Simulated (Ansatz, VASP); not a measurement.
**Two plane-wave programs on ReS**

```xyz
2
Lattice="0.0000 2.4704 2.4704 2.4704 0.0000 2.4704 2.4704 2.4704 0.0000" Properties=species:S:1:pos:R:3 pbc="T T T"
Re    0.0000    0.0000    0.0000
S     2.4704    2.4704    2.4704
```

Alike in both runs: functional PBE; k mesh 20 × 20 × 20; occupations gaussian, width 0.1 eV; collinear spin.

Ansatz relaxed the structure, and its values are those at the end. VASP's run is a single point on that final structure, the one shown.

|  | VASP | Ansatz |
| --- | --- | --- |
| version | VASP 6.6.1 | Ansatz 0.2.0 |
| potentials or method | VASP PAW PBE potentials, release 64 (Re, S), cutoff 520 eV | scalar-relativistic, plane waves, PAW |
| valence electrons in the cell | 13 | 21 |

|  | VASP | Ansatz | Ansatz less VASP |
| --- | --- | --- | --- |
| gap on the k mesh at the Fermi level (eV) | none | none | - |
| pressure (GPa) | 1.0 | 0.0 | -1.00 |
| net moment per atom (μB) | 0.53 | 0.53 | +0.003 |
| size of the moment on the site where the two differ most (μB) | 0.99 | 0.77 | -0.225 |

Site moments also hang on the region over which each program counts them. A gap of «none» marks a metal or a gap that the smearing closes. VASP's potentials hold 13 valence electrons a cell and Ansatz's 21, so a difference there can come from the potentials and not from the codes.

Neither program's run includes spin-orbit coupling.
